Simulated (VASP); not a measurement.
Be, 4 atoms in the cell. It takes space group P4_2/mnm (No. 136, tetragonal). The conventional cell has a = 3.715 Å, b = 3.715 Å, c = 2.262 Å, α = 90.00°, β = 90.00°, γ = 90.00°. Within 2.8 Å of Be (site symmetry m2m) lie 13 Be at 2.13 to 2.67 Å. 

- Program: VASP 6.6.1
- Task: single point
- Functional: r2SCAN
- Potentials or basis: VASP PAW PBE potentials, release 64 (Be)
- Cutoff: 660 eV
- k mesh: 6 × 6 × 10
- Occupations: fermi-dirac, width 0.15 eV
- Spin: no spin polarisation
- Dipole correction: no
- Further INCAR settings: ALGO = Normal; EDIFF = 1e-06; NBANDS = 12

Potentials or basis: VASP PAW PBE potentials, release 64 (Be).

Launch:

```sh
$ cat potpaw_PBE.64/Be/POTCAR > POTCAR
$ cp INCAR.step1 INCAR
$ mpirun -np 1 vasp_std > vasp.out
$ cp INCAR.step2 INCAR
$ mpirun -np 1 vasp_std > vasp.out
```

Hardware: 1 thread of AMD EPYC 7R13, with other jobs on the host.

Task: How long does it take, and how much memory?

Result: Wall time 120 s on 1 thread of AMD EPYC 7R13, on a shared host, peak memory 0.13 GiB. Counts: k points 60.
